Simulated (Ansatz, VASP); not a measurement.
# One calculation of W, two programs

```xyz
15
Lattice="6.3200 0.0000 0.0000 0.0000 6.3200 0.0000 0.0000 0.0000 6.3200" Properties=species:S:1:pos:R:3 pbc="T T T"
W    -0.0200    0.0152   -0.0193
W     3.1726    0.0154   -0.0195
W    -0.0204    3.1424   -0.0196
W    -0.0205    0.0153    3.1732
W     1.5760    1.5788    1.5769
W     3.1720    3.1426   -0.0193
W     3.1724    0.0150    3.1730
W     4.7361    1.5789    1.5769
W    -0.0199    3.1429    3.1731
W     1.5762    4.7389    1.5769
W     1.5761    1.5789    4.7369
W     3.1726    3.1424    3.1733
W     4.7361    4.7388    1.5767
W     1.5761    4.7389    4.7369
W     4.7362    4.7388    4.7368
```

Alike in both runs: functional PBE; dispersion D3(BJ); k mesh 3 × 3 × 3; occupations gaussian, width 0.05 eV; no spin polarisation.

Ansatz relaxed the structure, and its values are those at the end. VASP's run is a single point on that final structure, the one shown.

|  | VASP | Ansatz |
| --- | --- | --- |
| version | VASP 6.6.1 | Ansatz 0.2.0 |
| potentials or method | VASP PAW PBE potentials, release 64 (W_sv), cutoff 520 eV | scalar-relativistic, plane waves, PAW |
| valence electrons in the cell | 210 | 210 |

VASP gave:

* rms of the force components (eV/Å): 0.006

Q: What did Ansatz give for the same quantities?

A: rms of the force components (eV/Å): 0.002.

Spin-orbit coupling is off throughout.
